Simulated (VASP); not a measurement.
## Li2Se: single point with PBEsol

Li2Se:

```xyz
3
Lattice="0.0000 2.9528 2.9528 2.9528 0.0000 2.9528 2.9528 2.9528 0.0000" Properties=species:S:1:pos:R:3 pbc="T T T"
Li    1.4764    1.4764    1.4764
Li    4.4292    4.4292    4.4292
Se    0.0000    0.0000    0.0000
```

This cell differs from its parent crystal: volume scaled by 0.98.

```
Program                : VASP 6.6.1
Task                   : single point
Functional             : PBEsol
Potentials or basis    : VASP PAW PBE potentials, release 64 (Li_sv, Se)
Cutoff                 : 750 eV
k mesh                 : 8 × 8 × 8
Occupations            : gaussian, width 0.05 eV
Spin                   : no spin polarisation
Dipole correction      : no
Further INCAR settings : ALGO = Normal; EDIFF = 1e-06; NBANDS = 13
```

* Pressure: 0.7 GPa
* Band gap on the k mesh: 2.79 eV, indirect (least direct gap 3.45 eV)

Levels at points of the mesh, in eV from the valence-band top:
```csv
k point,band 3,band 4,band 5,band 6,band 7,band 8,band 9,band 10
"(0.00, 0.00, 0.00)",-11.55,0.00,0.00,0.00,3.45,5.59,5.59,5.59
"(0.50, 0.00, 0.00)",-11.14,-3.11,-0.57,-0.57,5.23,5.91,5.91,7.99
"(0.50, 0.50, 0.00)",-11.02,-2.42,-1.56,-1.56,2.79,6.25,10.55,10.55
```

Run time: 46 s on 1 thread of Intel(R) Xeon(R) Platinum 8259CL CPU @ 2.50GHz (Skylake/Cascade Lake), with other jobs on the host, peak memory 0.25 GiB.

Caveat: the PAW data sets were made with another functional, which shifts forces and pressure a little. A k mesh can miss the band edges.
